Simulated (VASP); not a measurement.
# Si2B3 (R-3m) in VASP: single point with PBE

Aim: the single point of Si2B3 with PBE.

Program: VASP 6.6.1. These are calculated values, not measurements. Logs are shortened: lines on timing, memory, paths and dates and some standing lists are left out, and cuts for length are marked.

## Step 1: The cell of the first run

The structure is trigonal, space group R-3m (No. 166). Conventional cell: a = 2.919 Å, b = 2.919 Å, c = 20.294 Å, α = 90.00°, β = 90.00°, γ = 120.00°. Within 2.7 Å of Si (site symmetry 3m) lie 6 B at 2.05 to 2.16 Å. Within 3.1 Å of B (site symmetry -3m) lie 6 Si at 2.16 Å and 12 B at 2.92 to 3.03 Å. B (site symmetry 3m) has 3 Si at 2.05 Å and 3 B at 2.42 Å within 2.7 Å.

## Step 2: Single point, PBE

INCAR reads:

```
SYSTEM = Si2B3
ALGO = Normal
EDIFF = 1E-6
ENCUT = 500
GGA = PE
GGA_COMPAT = .False.
ISIF = 2
ISMEAR = 0
LASPH = .True.
LCHARG = .False.
LREAL = .False.
LWAVE = .False.
NBANDS = 16
NELM = 120
PREC = Accurate
SIGMA = 0.1
```

KPOINTS reads:

```
k-points
0
Gamma
  6 6 6
  0 0 0
```

POSCAR reads:

```
Si2B3
1.0
    1.4593154088      0.8425361441      6.7646671655
   -1.4593154088      0.8425361441      6.7646671655
    0.0000000000     -1.6850722881      6.7646671655
Si B
2 3
Direct
    0.4000000000      0.4000000000      0.4000000000
    0.6000000000      0.6000000000      0.6000000000
    0.0000000000      0.0000000000      0.0000000000
    0.2095000000      0.2095000000      0.2095000000
    0.7905000000      0.7905000000      0.7905000000
```

Potentials or basis: VASP PAW PBE potentials, release 64 (Si, B).

Command:

```console
cat potpaw_PBE.64/Si/POTCAR potpaw_PBE.64/B/POTCAR > POTCAR
mpirun -np 1 vasp_std > vasp.out
```

OUTCAR:

```text
SYSTEM = Si2B3
   EDIFF = 1E-6
   ENCUT = 500
   GGA = PE
   ISIF = 2
   ISMEAR = 0
   LASPH = .True.
   LREAL = .False.
   NELM = 120
   PREC = Accurate

 ion  position               nearest neighbor table
   1  0.400  0.400  0.400-   5 2.05   5 2.05   5 2.05   3 2.16   3 2.16   3 2.16
   2  0.600  0.600  0.600-   4 2.05   4 2.05   4 2.05   3 2.16   3 2.16   3 2.16
   3  0.000  0.000  0.000-   2 2.16   1 2.16   2 2.16   2 2.16   1 2.16   1 2.16
   4  0.209  0.209  0.209-   2 2.05   2 2.05   2 2.05
   5  0.791  0.791  0.791-   1 2.05   1 2.05   1 2.05

  LATTYP: Found a trigonal (rhomboedric) cell.
 ALAT       =     6.9713836845
 COS(alpha) =     0.9123624232

  Lattice vectors:

 A1 = (   1.4593154088,   0.8425361441,   6.7646671655)
 A2 = (  -1.4593154088,   0.8425361441,   6.7646671655)
 A3 = (   0.0000000000,  -1.6850722881,   6.7646671655)

Analysis of symmetry for initial positions (statically):
=====================================================================
 Subroutine PRICEL returns:
 Original cell was already a primitive cell.

 Routine SETGRP: Setting up the symmetry group for a
 trigonal (rhombohedral) supercell.

 Subroutine GETGRP returns: Found 12 space group operations
 (whereof 12 operations were pure point group operations)
 out of a pool of 12 trial point group operations.

The static configuration has the point symmetry D_3d.

Analysis of symmetry for dynamics (positions and initial velocities):
=====================================================================
 Subroutine PRICEL returns:
 Original cell was already a primitive cell.

 Routine SETGRP: Setting up the symmetry group for a
 trigonal (rhombohedral) supercell.

 Subroutine GETGRP returns: Found 12 space group operations
 (whereof 12 operations were pure point group operations)
 out of a pool of 12 trial point group operations.

The dynamic configuration has the point symmetry D_3d.

 Subroutine INISYM returns: Found 12 space group operations
 (whereof 12 operations are pure point group operations),
 and found     1 'primitive' translations

----------------------------------------------------------------------------------------

                                     Primitive cell

  volume of cell :      49.9040

  direct lattice vectors                    reciprocal lattice vectors
     1.459315409  0.842536144  6.764667165     0.342626410  0.197815450  0.049275644
    -1.459315409  0.842536144  6.764667165    -0.342626410  0.197815450  0.049275644
     0.000000000 -1.685072288  6.764667165     0.000000000 -0.395630900  0.049275644

  length of vectors
     6.971383684  6.971383684  6.971383684     0.398687721  0.398687721  0.398687721

  position of ions in fractional coordinates (direct lattice)
     0.400000000  0.400000000  0.400000000
     0.600000000  0.600000000  0.600000000
     0.000000000  0.000000000  0.000000000
     0.209500000  0.209500000  0.209500000
     0.790500000  0.790500000  0.790500000

  ion indices of the primitive-cell ions
   primitive index   ion index
                 1           1
                 2           2
                 3           3
                 4           4
                 5           5

----------------------------------------------------------------------------------------

 KPOINTS: k-points

Automatic generation of k-mesh.
 Grid dimensions read from file:
 generate k-points for:    6    6    6

 Generating k-lattice:

  Cartesian coordinates                     Fractional coordinates (reciprocal lattice)
     0.057104402  0.032969242  0.008212607     0.166666667  0.000000000  0.000000000
    -0.057104402  0.032969242  0.008212607     0.000000000  0.166666667  0.000000000
     0.000000000 -0.065938483  0.008212607     0.000000000  0.000000000  0.166666667

  Length of vectors
     0.066447953  0.066447953  0.066447953

  Shift w.r.t. Gamma in fractional coordinates (k-lattice)
     0.000000000  0.000000000  0.000000000

 Subroutine IBZKPT returns following result:
 ===========================================

 Found     32 irreducible k-points:

 Following reciprocal coordinates:
            Coordinates               Weight
  0.000000  0.000000  0.000000      1.000000
  0.166667  0.000000 -0.000000      6.000000
  0.333333  0.000000  0.000000      6.000000
  0.500000  0.000000  0.000000      3.000000
  0.166667  0.166667 -0.000000      6.000000
  0.333333  0.166667  0.000000     12.000000
[... 16 lines left out ...]
  0.500000  0.500000  0.166667      6.000000
 -0.333333  0.500000  0.166667     12.000000
 [... further k-points ...]
   k-points           NKPTS =     32   k-points in BZ     NKDIM =     32   number of bands    NBANDS=     16
   number of dos      NEDOS =    301   number of ions     NIONS =      5
   total plane-waves  NPLWV = 157464
   dimension x,y,z NGX =    54 NGY =   54 NGZ =   54
   dimension x,y,z NGXF=   108 NGYF=  108 NGZF=  108
   ions per type =               2   3
   NGX,Y,Z   is equivalent  to a cutoff of  12.88, 12.88, 12.88 a.u.
   NGXF,Y,Z  is equivalent  to a cutoff of  25.75, 25.75, 25.75 a.u.
 SYSTEM =  Si2B3
   PREC   = accura    normal or accurate (medium, high low for compatibility)
   ISTART =      0    job   : 0-new  1-cont  2-samecut
   ICHARG =      2    charge: 1-file 2-atom 10-const
   ISPIN  =      1    spin polarized calculation?
   LNONCOLLINEAR =      F non collinear calculations
   LSORBIT =      F    spin-orbit coupling
   LASPH  =      T    aspherical Exc in radial PAW
   ENCUT  =  500.0 eV  36.75 Ry    6.06 a.u.  12.71 12.71 12.71*2*pi/ulx,y,z
   NELM   =    120;   NELMIN=  2; NELMDL= -5     # of ELM steps
   EDIFF  = 0.1E-05   stopping-criterion for ELM
   LREAL  =      F    real-space projection
   EDIFFG = 0.1E-04   stopping-criterion for IOM
   NSW    =      0    number of steps for IOM
   IBRION =     -1    ionic relax: 0-MD 1-quasi-New 2-CG
   NFREE  =      0    steps in history (QN), initial steepest desc. (CG)
   ISIF   =      2    stress and relaxation
   ISYM   =      2    0-nonsym 1-usesym 2-fastsym
   POTIM  = 0.5000    time-step for ionic-motion
   TEBEG  =    0.0;   TEEND  =   0.0 temperature during run
   PSTRESS=    0.0 pullay stress
   NELECT =      17.0000    total number of electrons
   NUPDOWN=      -1.0000    fix difference up-down
   EMIN   =  10.00;   EMAX   =-10.00  energy-range for DOS
   EFERMI =   0.00;   METHOD = LEGACY
   ISMEAR =     0;   SIGMA  =   0.10  broadening in eV -4-tet -1-fermi 0-gaus
   EFERMI_NEDOS =   21; number of points for ismear=-14 and -15
   IALGO  =     38    algorithm
   IMIX   =      4    mixing-type and parameters
     AMIX     =   0.40;   BMIX     =  1.00
     AMIX_MAG =   1.60;   BMIX_MAG =  1.00
  volume/ion in A,a.u.               =       9.98        67.35
  Fermi-wavevector in a.u.,A,eV,Ry     =   1.143350  2.160619 17.786217  1.307250
  Thomas-Fermi vector in A             =   2.280046
   LORBIT       =      0    0 simple, 1 ext, 2 COOP (PROOUT), +10 PAW based schemes
   GGA     = PE    functional components
   LHFCALC =     F    Hartree Fock is set to
   AEXX    =    0.0000 exact exchange contribution
   IVDW    =     0    specifies the selected vdW correction
   LEPSILON=     F    determine dielectric tensor
   LRPA    =     F    only Hartree local field effects (RPA)
 non-spin polarized calculation
 Gauss-broadening in eV      SIGMA  =   0.10
  energy-cutoff  :      500.00
  volume of cell :       49.90
 maximum number of plane-waves:      1291
 NGX is ok and might be reduce to    54
   NGX = 25   NGY = 25   NGZ = 25

 number of electron      16.9999999 magnetization

 Free energy of the ion-electron system (eV)
  ---------------------------------------------------
  ext. energy  EPLUGINS =         0.00000000
  ---------------------------------------------------
  free energy    TOTEN  =       -25.74618932 eV

  energy without entropy =      -25.73443033  energy(sigma->0) =      -25.74030982

 E-fermi :   8.3521     XC(G=0): -11.5457

 val. band max:        8.3438611344   @ k =  -0.3333   0.3333   0.1667
 cond. band min:       8.3638754255   @ k =   0.3333   0.0000   0.0000
 fundamental gap:      0.0200142912
 Fermi energy:         8.3521055921

 k-point     1 :       0.0000    0.0000    0.0000
  band No.  band energies     occupation
      1      -6.6815      2.00000
      2      -4.4571      2.00000
      3      -2.3028      2.00000
      4       4.7203      2.00000
      5       4.9593      2.00000
      6      10.7243      0.00000
[... 8 lines left out ...]
     15      17.8080      0.00000
     16      18.9349      0.00000

 k-point     2 :       0.1667    0.0000   -0.0000
  band No.  band energies     occupation
      1      -6.0887      2.00000
      2      -3.9005      2.00000
      3      -1.7129      2.00000
      4       4.7652      2.00000
      5       5.7722      2.00000
      6       7.1768      2.00000
[... 8 lines left out ...]
     15      16.9259      0.00000
     16      18.1197      0.00000

 k-point     3 :       0.3333    0.0000    0.0000
  band No.  band energies     occupation
      1      -4.3240      2.00000
      2      -2.2464      2.00000
      3       0.0277      2.00000
      4       2.5003      2.00000
      5       4.0664      2.00000
      6       5.8084      2.00000
[... 8 lines left out ...]
     15      16.3332      0.00000
     16      16.3429      0.00000
[... 362 lines left out ...]
 k-point    23 :       0.5000    0.5000    0.1667
  band No.  band energies     occupation
      1      -4.1103      2.00000
      2      -2.9241      2.00000
      3       1.4565      2.00000
      4       2.5569      2.00000
      5       3.3812      2.00000
      6       4.0564      2.00000
[... 8 lines left out ...]
     15      16.0504      0.00000
     16      17.4213      0.00000

 k-point    24 :      -0.3333    0.5000    0.1667
  band No.  band energies     occupation
      1      -2.3475      2.00000
      2      -1.3021      2.00000
      3       0.8361      2.00000
      4       2.4289      2.00000
      5       3.2532      2.00000
      6       4.0397      2.00000
[... 8 lines left out ...]
     15      15.9780      0.00000
     16      17.3871      0.00000

 [... further k-points ...]

------------------------ aborting loop because EDIFF is reached ----------------------------------------

  FORCE on cell =-STRESS in cart. coord.  units (eV):
  Direction    XX          YY          ZZ          XY          YZ          ZX
  --------------------------------------------------------------------------------------
  -------------------------------------------------------------------------------------
  Total        3.0130442      3.0130442     -2.2240711      0.0000000     -0.0000000     -0.0000000
  in kB       96.7343442     96.7343442    -71.4042177      0.0000000     -0.0000000     -0.0000000
  external PRESSURE =      40.6881569 kB  Pullay stress =       0.0000000 kB

 VOLUME and BASIS-vectors are now :
 -----------------------------------------------------------------------------
  energy-cutoff  :      500.00
  volume of cell :       49.90
      direct lattice vectors                 reciprocal lattice vectors
     1.459315409  0.842536144  6.764667165     0.342626410  0.197815450  0.049275644
    -1.459315409  0.842536144  6.764667165    -0.342626410  0.197815450  0.049275644
     0.000000000 -1.685072288  6.764667165     0.000000000 -0.395630900  0.049275644

 POSITION                                       TOTAL-FORCE (eV/Angst)
 -----------------------------------------------------------------------------------
      0.00000      0.00000      8.11760         0.000000     -0.000000     -0.837537
      0.00000      0.00000     12.17640         0.000000      0.000000      0.837537
      0.00000      0.00000      0.00000         0.000000      0.000000     -0.000000
      0.00000      0.00000      4.25159         0.000000     -0.000000     -3.139504
      0.00000      0.00000     16.04241         0.000000      0.000000      3.139504
 -----------------------------------------------------------------------------------
    total drift:                                0.000000     -0.000000     -0.000000

  FREE ENERGIE OF THE ION-ELECTRON SYSTEM (eV)
  ---------------------------------------------------
  free  energy   TOTEN  =       -25.7461893167 eV

  energy  without entropy=      -25.7344303294  energy(sigma->0) =      -25.74030982
```

Run time: 2.2 min. Hardware: 1 thread of Intel Xeon Platinum 8259CL at 2.50GHz (Skylake/Cascade Lake), shared host; peak memory 0.36 GiB.

Results:

```
Free energy            : -25.7462 eV
Pressure               : 4.1 GPa
Largest force          : 3.140 eV/Å
Band gap on the k mesh : zero (an odd number of electrons rules out a gap without spin polarisation)
```

Forces on the atoms (eV/Å):
```
Si   0.000  0.000 -0.838
Si   0.000  0.000  0.838
B    0.000  0.000  0.000
B    0.000  0.000 -3.140
B    0.000  0.000  3.140
```

Caveat: the k points lie up to 0.42 Å⁻¹ apart, too coarse for converged energies and pressures of a metal; an odd number of electrons without spin polarisation forces a metal; a magnetic or distorted state may lie lower.

The gap in the log of VASP goes by the Fermi energy; the results here count the filled bands.